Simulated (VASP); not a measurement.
# ZnS (P6_3mc) in VASP: a series of runs, part 3 of 3

VASP 6.6.1. Earlier steps stand in the parts before.

### Step 5. Single point, r2SCAN (atoms moved along the polar distortion)

File POSCAR:

```
ZnS
1.0
    3.8068031196      0.0000000000      0.0000000000
   -1.9034015598      3.2967882088      0.0000000000
    0.0000000000      0.0000000000      6.2465812868
Zn S
2 2
Direct
    0.3333333333      0.6666666667     -0.0184992853
    0.6666666667      0.3333333333      0.4815007147
    0.3333333333      0.6666666667      0.3934992853
    0.6666666667      0.3333333333      0.8934992853
```

File INCAR.step1:

```
ALGO = Normal ; EDIFF = 1E-4
ENCUT = 520 ; GGA = PE
ISMEAR = 0 ; LASPH = T
LCHARG = F ; LREAL = F
LWAVE = T ; NBANDS = 26
NELM = 100 ; PREC = Accurate
SIGMA = 0.01
```

File INCAR.step2:

```
ALGO = Normal ; EDIFF = 1E-6
ENCUT = 520 ; ISIF = 2
ISMEAR = 0 ; ISTART = 1
LASPH = T ; LCHARG = F
LMIXTAU = T ; LREAL = F
LWAVE = F ; METAGGA = R2SCAN
NBANDS = 26 ; NELM = 100
PREC = Accurate ; SIGMA = 0.01
```

File KPOINTS:

```
k-points
0
Gamma
  9 9 6
```

On the command line:

```bash
$ cat potpaw_PBE.64/Zn/POTCAR potpaw_PBE.64/S/POTCAR > POTCAR
$ cp INCAR.step1 INCAR
$ mpirun -np 1 vasp_std > vasp.out
$ cp INCAR.step2 INCAR
$ mpirun -np 1 vasp_std > vasp.out
```

Wall time 8 min (1 thread of Intel Xeon 8259CL, shared host); peak memory 0.25 GiB.

It converged, with:

| Quantity | Value |
| --- | --- |
| Free energy | -37.5019 eV |
| Pressure | 1.6 GPa |
| Largest force | 0.758 eV/Å |
| Band gap on the k mesh | 2.87 eV |

Forces on the atoms (eV/Å):
```
Zn   0.000  0.000  0.758
Zn   0.000  0.000  0.758
S    0.000  0.000 -0.758
S    0.000  0.000 -0.758
```

Stress tensor (GPa, compression positive):
```
 3.57  0.00  0.00
 0.00  3.57  0.00
 0.00  0.00 -2.30
```

Levels at points of the mesh, in eV from the valence-band top:
| k point | band 16 | band 17 | band 18 | band 19 | band 20 | band 21 |
| --- | --- | --- | --- | --- | --- | --- |
| (0.00, 0.00, 0.00) | -0.10 | -0.10 | 0.00 | 2.87 | 3.26 | 6.72 |
| (0.00, 0.00, 0.50) | -0.47 | -0.47 | -0.47 | 3.89 | 3.89 | 7.10 |

Caveat: the cell differs from its parent crystal (atoms moved along the polar distortion); the stress differs along the axes, from -2 to 4 GPa; the PAW data sets were made with another functional, which shifts forces and pressure a little. A k mesh can miss the band edges.

### Step 6. Single point, r2SCAN (atoms moved along the polar distortion)

File POSCAR:

```
ZnS
1.0
    3.8068031196      0.0000000000      0.0000000000
   -1.9034015598      3.2967882088      0.0000000000
    0.0000000000      0.0000000000      6.2465812868
Zn S
2 2
Direct
    0.3333333333      0.6666666667     -0.0279280098
    0.6666666667      0.3333333333      0.4720719902
    0.3333333333      0.6666666667      0.4029280098
    0.6666666667      0.3333333333      0.9029280098
```

File INCAR.step1:

```
SYSTEM = ZnS
PREC     = Accurate       ! precision mode
ENCUT    = 520            ! plane-wave cutoff, eV
ISMEAR   = 0              ! smearing method
SIGMA    = 0.01           ! smearing width, eV
LREAL    = .FALSE.        ! projectors in reciprocal space
LASPH    = .TRUE.         ! aspherical terms in the spheres
NELM     = 60             ! most SCF steps
NBANDS   = 26             ! bands
GGA      = PE             ! functional
ALGO     = Normal         ! electronic algorithm
EDIFF    = 1E-4           ! SCF threshold, eV
LWAVE    = .TRUE.         ! write WAVECAR
LCHARG   = .FALSE.        ! write CHGCAR
```

File INCAR.step2:

```
SYSTEM = ZnS
PREC     = Accurate       ! precision mode
ENCUT    = 520            ! plane-wave cutoff, eV
EDIFF    = 1E-7           ! SCF threshold, eV
ISMEAR   = 0              ! smearing method
SIGMA    = 0.01           ! smearing width, eV
LREAL    = .FALSE.        ! projectors in reciprocal space
LASPH    = .TRUE.         ! aspherical terms in the spheres
NELM     = 60             ! most SCF steps
ALGO     = Normal         ! electronic algorithm
ISIF     = 2              ! what is computed and relaxed
LWAVE    = .FALSE.        ! write WAVECAR
LCHARG   = .FALSE.        ! write CHGCAR
METAGGA  = R2SCAN         ! meta-GGA
LMIXTAU  = .TRUE.       
NBANDS   = 26             ! bands
ISTART   = 1
```

File KPOINTS:

```
Automatic mesh
0
G
  9 9 6
  0 0 0
```

Potentials or basis: VASP PAW PBE potentials, release 64 (Zn, S).

On the command line:

```bash
$ cat potpaw_PBE.64/Zn/POTCAR potpaw_PBE.64/S/POTCAR > POTCAR
$ cp INCAR.step1 INCAR
$ mpirun -np 1 vasp_std > vasp.out
$ cp INCAR.step2 INCAR
$ mpirun -np 1 vasp_std > vasp.out
```

It took 10 min on 1 thread of Intel Xeon 8259CL, shared host; peak memory 0.25 GiB.

Results (log left out):

```
Free energy            : -37.3133 eV
Pressure               : 2.9 GPa
Largest force          : 0.797 eV/Å
Band gap on the k mesh : 2.98 eV
```

Forces on the atoms (eV/Å):
```
Zn   0.000  0.000  0.797
Zn   0.000  0.000  0.797
S    0.000  0.000 -0.797
S    0.000  0.000 -0.797
```

Stress tensor (GPa, compression positive):
```
 5.24  0.00  0.00
 0.00  5.24  0.00
 0.00  0.00 -1.79
```

Levels at points of the mesh, in eV from the valence-band top:
```csv
k point,band 15,band 16,band 17,band 18,band 19,band 20,band 21,band 22
"(0.00, 0.00, 0.00)",-0.74,-0.09,-0.09,0.00,2.98,3.17,6.72,6.72
"(0.00, 0.00, 0.50)",-0.43,-0.43,-0.43,-0.43,3.85,3.85,7.07,7.07
```

Caveat: the cell differs from its parent crystal (atoms moved along the polar distortion); the stress differs along the axes, from -2 to 5 GPa; the PAW data sets were made with another functional, which shifts forces and pressure a little.

### Step 7. Summary

| cell | smearing | gap on the mesh (eV) | pressure (GPa) | largest force (eV/Å) |
| --- | --- | --- | --- | --- |
| a = 3.807, b = 3.807, c = 6.247 Å, angles 90.0, 90.0, 120.0°, 4 atoms, atomic positions A | gaussian 0.02 eV | 2.78 | 0.0 | - |
| a = 3.807, b = 3.807, c = 6.247 Å, angles 90.0, 90.0, 120.0°, 4 atoms, atomic positions A | gaussian 0.01 eV | 2.78 | 0.0 | - |
| a = 3.807, b = 3.807, c = 6.247 Å, angles 90.0, 90.0, 120.0°, 4 atoms, atomic positions B | gaussian 0.01 eV | 2.83 | 0.5 | 0.51 |
| a = 3.807, b = 3.807, c = 6.247 Å, angles 90.0, 90.0, 120.0°, 4 atoms, atomic positions C | gaussian 0.01 eV | 2.87 | 1.6 | 0.76 |
| a = 3.807, b = 3.807, c = 6.247 Å, angles 90.0, 90.0, 120.0°, 4 atoms, atomic positions D | gaussian 0.01 eV | 2.98 | 2.9 | 0.80 |

Alike in all rows: task single point; level r2SCAN; potentials or basis VASP PAW PBE potentials, release 64 (Zn, S); no spin polarisation; k mesh 9 × 9 × 6; cutoff (eV) 520.

Caveats: the PAW data sets were made with another functional, which shifts forces and pressure a little; the stress differs along the axes, from -2 to 4 GPa (at least some runs); the stress differs along the axes, from -2 to 5 GPa (at least some runs).

Absolute energies hang on the potentials; compare differences alone.
